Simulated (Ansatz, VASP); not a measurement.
## AlGaN2 in VASP and in Ansatz

POSCAR

```
AlGaN2
1.0
    3.3132393782      0.0000000000      0.0000000000
    0.0000000000      3.3132393782      0.0000000000
    0.0000000000      0.0000000000      3.9682563831
Al Ga N
1 1 2
Direct
    0.5000000000      0.5000000000      0.5000000000
    0.0000000000      0.0000000000      0.0000000000
    0.5000000000      0.0000000000      0.7390831718
    0.0000000000      0.5000000000      0.2609168282
```

Contents of INCAR.step1:

```
SYSTEM = AlGaN2
PREC     = Accurate       ! precision mode
ENCUT    = 520            ! plane-wave cutoff, eV
ISMEAR   = 0              ! smearing method
SIGMA    = 0.05           ! smearing width, eV
LREAL    = .False.        ! projectors in reciprocal space
LASPH    = .True.         ! aspherical terms in the spheres
NELM     = 80             ! most SCF steps
NBANDS   = 21             ! bands
GGA      = PE             ! functional
ALGO     = Normal         ! electronic algorithm
EDIFF    = 1E-4           ! SCF threshold, eV
LWAVE    = .True.         ! write WAVECAR
LCHARG   = .False.        ! write CHGCAR
```

File INCAR.step2:

```
SYSTEM = AlGaN2
PREC     = Accurate       ! precision mode
ENCUT    = 520            ! plane-wave cutoff, eV
EDIFF    = 1E-6           ! SCF threshold, eV
ISMEAR   = 0              ! smearing method
SIGMA    = 0.05           ! smearing width, eV
LREAL    = .False.        ! projectors in reciprocal space
LASPH    = .True.         ! aspherical terms in the spheres
NELM     = 80             ! most SCF steps
ALGO     = Normal         ! electronic algorithm
ISIF     = 2              ! what is computed and relaxed
LWAVE    = .False.        ! write WAVECAR
LCHARG   = .False.        ! write CHGCAR
METAGGA  = R2SCAN         ! meta-GGA
LMIXTAU  = .True.       
NBANDS   = 21             ! bands
ISTART   = 1
```

Contents of KPOINTS:

```
Automatic mesh
0
Gamma
  8 8 6
  0 0 0
```

Input for Ansatz:

```yaml
crystal:
  lattice:
    - [3.3132393782, 0.0, 0.0]
    - [0.0, 3.3132393782, 0.0]
    - [0.0, 0.0, 3.9682563831]
  atoms:
    - { symbol: Al, position: [0.5, 0.5, 0.5] }
    - { symbol: Ga, position: [0.0, 0.0, 0.0] }
    - { symbol: "N", position: [0.5, 0.0, 0.7390831718] }
    - { symbol: "N", position: [0.0, 0.5, 0.2609168282] }
basis:
  ecutwfc: 500
kpoints:
  mp_grid: { grid: [8, 8, 6] }
hamiltonian:
  xc: r2scan
scf:
  occupations: { method: gaussian, width: 0.05 }
output:
  forces: true
  stress: true
  eigenvalues: true
```

Alike in both runs: task single point; functional r2SCAN; k mesh 8 × 8 × 6; occupations gaussian, width 0.05 eV; no spin polarisation.

|  | VASP | Ansatz |
| --- | --- | --- |
| version | VASP 6.6.1 | Ansatz 0.2.0 |
| potentials or method | VASP PAW PBE potentials, release 64 (Al, Ga_d, N), cutoff 520 eV | scalar-relativistic, plane waves, PAW |
| valence electrons in the cell | 26 | 26 |

|  | VASP | Ansatz | Ansatz less VASP |
| --- | --- | --- | --- |
| gap on the k mesh at the Fermi level (eV) | 3.11 | 3.10 | -0.011 |
| least direct gap on the mesh (eV) | 3.11 | 3.10 | -0.011 |
| pressure (GPa) | -1.9 | -2.3 | -0.38 |
| traceless stress, the component that is largest in VASP (GPa) | 10.09 | 10.18 | +0.087 |
| rms of the force components (eV/Å) | 0.137 | 0.105 | -0.0311 |

VASP's potentials were made for PBE, not for r2SCAN. Atom by atom the forces differ by 0.031 eV/Å (rms over components). With one functional, cell and mesh, what is left measures potentials, basis and numerics.
